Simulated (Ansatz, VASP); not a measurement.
## Two plane-wave programs on N

```
N
1.0
     3.52013    0.00000    0.00000
    -1.76007    3.04852    0.00000
     0.00000    0.00000    5.71330
N
2
Direct
  0.33333 0.66667 0.25000
  0.66667 0.33333 0.75000
```

Change from the starting cell: strain -0.030 along x and y, -0.030 along z, atoms carried along.

Alike in both runs: task single point; functional LDA; k mesh 12 × 12 × 6; occupations gaussian, width 0.05 eV; collinear spin.

```csv
,VASP,Ansatz
version,VASP 6.6.1,Ansatz 0.2.0
potentials or method,"VASP PAW LDA potentials, release 64 (N), cutoff 520 eV","scalar-relativistic, plane waves, PAW"
valence electrons in the cell,10,10
```

|  | VASP | Ansatz | Ansatz less VASP |
| --- | --- | --- | --- |
| gap on the k mesh at the Fermi level (eV) | 1.85 | 1.98 | +0.131 |
| least direct gap on the mesh (eV) | 1.85 | 1.98 | +0.131 |
| pressure (GPa) | -0.3 | -0.2 | +0.07 |
| net moment per atom (μB) | 3.00 | 3.00 | 0.000 |
| size of the moment on the site where the two differ most (μB) | 1.93 | 2.88 | +0.952 |

LDA's correlation is that of Perdew and Zunger in VASP and of Perdew and Wang (1992) in Ansatz. Site moments also hang on the region over which each program counts them.
